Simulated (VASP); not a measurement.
Here is a VASP 6.6.1 calculation.

INCAR

```
SYSTEM = SrTiO3
ALGO     = Normal         ! electronic algorithm
EDIFF    = 1E-6           ! SCF threshold, eV
ENCUT    = 520            ! plane-wave cutoff, eV
GGA      = PE             ! functional
ISIF     = 2              ! what is computed and relaxed
ISMEAR   = 0              ! smearing method
LASPH    = .True.         ! aspherical terms in the spheres
LCHARG   = .False.        ! write CHGCAR
LDAU     = .True.         ! DFT+U
LDAUJ    = 0 0 0        
LDAUL    = -1 2 -1        ! shell
LDAUPRINT= 1            
LDAUTYPE = 2            
LDAUU    = 0 4 0          ! U, eV
LMAXMIX  = 4              ! l up to which the mixer works
LREAL    = .False.        ! projectors in reciprocal space
LWAVE    = .False.        ! write WAVECAR
NBANDS   = 28             ! bands
NELM     = 150            ! most SCF steps
PREC     = Accurate       ! precision mode
SIGMA    = 0.02           ! smearing width, eV
```

The input KPOINTS:

```
k-points
0
Gamma
  8 8 8
  0 0 0
```

The input POSCAR:

```
SrTiO3
1.0
    3.9471298193      0.0000000000      0.0000000000
    0.0000000000      3.9471298193      0.0000000000
    0.1776208419      0.0000000000      3.9471298193
Sr Ti O
1 1 3
Direct
    0.0000000000      0.0000000000      0.0000000000
    0.5000000000      0.5000000000      0.5000000000
    0.5000000000      0.0000000000      0.5000000000
    0.5000000000      0.5000000000      0.0000000000
    0.0000000000      0.5000000000      0.5000000000
```

Potentials or basis: VASP PAW PBE potentials, release 64 (Sr_sv, Ti_sv, O).

The run is started by

```bash
$ cat potpaw_PBE.64/Sr_sv/POTCAR potpaw_PBE.64/Ti_sv/POTCAR potpaw_PBE.64/O/POTCAR > POTCAR
$ mpirun -np 1 vasp_std > vasp.out
```

(1) Estimate the pressure.

(2) Estimate the band gap on the k mesh.

Results:

(1) 2.8 GPa.

(2) 2.19 eV, indirect (least direct gap 2.51 eV).

Caveat: the cell differs from its parent crystal (shear of c along a, cell held: +4.5 %).
